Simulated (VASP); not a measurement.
Here is a VASP 6.6.1 calculation.

INCAR

```
SYSTEM = Ti3O
PREC = Accurate
ENCUT = 520
EDIFF = 1E-7
ISMEAR = 0
SIGMA = 0.1
LREAL = Auto
LASPH = .True.
NELM = 100
ALGO = Normal
ISIF = 2
LWAVE = .False.
LCHARG = .False.
GGA = PS
NBANDS = 98
```

File KPOINTS:

```
regular mesh
0
Gamma
  12 12 4
  0 0 0
```

POSCAR

```
Ti3O
1.0
    5.1529622490      0.0000000000      0.0000000000
   -2.5764811245      4.4625962124      0.0000000000
    0.0000000000      0.0000000000      9.4550042070
Ti O
12 4
Direct
    0.3339429377      1.0074566113      0.1188070144
   -0.0074566113      0.3264863264      0.1188070144
    0.6735136736      0.6660570623      0.1188070144
   -0.0074566113      0.6660570623      0.3811929856
    0.6735136736      1.0074566113      0.3811929856
    0.3339429377      0.3264863264      0.3811929856
    0.6660570623     -0.0074566113      0.8811929856
    1.0074566113      0.6735136736      0.8811929856
    0.3264863264      0.3339429377      0.8811929856
    1.0074566113      0.3339429377      0.6188070144
    0.3264863264     -0.0074566113      0.6188070144
    0.6660570623      0.6735136736      0.6188070144
    0.6666666667      0.3333333333      0.2500000000
    0.3333333333      0.6666666667      0.7500000000
    0.0000000000      0.0000000000      0.2500000000
    0.0000000000      0.0000000000      0.7500000000
```

Potentials or basis: VASP PAW PBE potentials, release 64 (Ti_sv, O).

Launch:

```console
$ cat potpaw_PBE.64/Ti_sv/POTCAR potpaw_PBE.64/O/POTCAR > POTCAR
$ mpirun -np 1 vasp_std > vasp.out
```

(1) Predict the largest force.

(2) Predict the band gap on the k mesh.

## Answers

(1) 0.029 eV/Å.

(2) zero (bands 84 and 85 overlap by 0.26 eV).

Caveat: the cell stands under tension; the PAW data sets were made with another functional, which shifts forces and pressure a little.
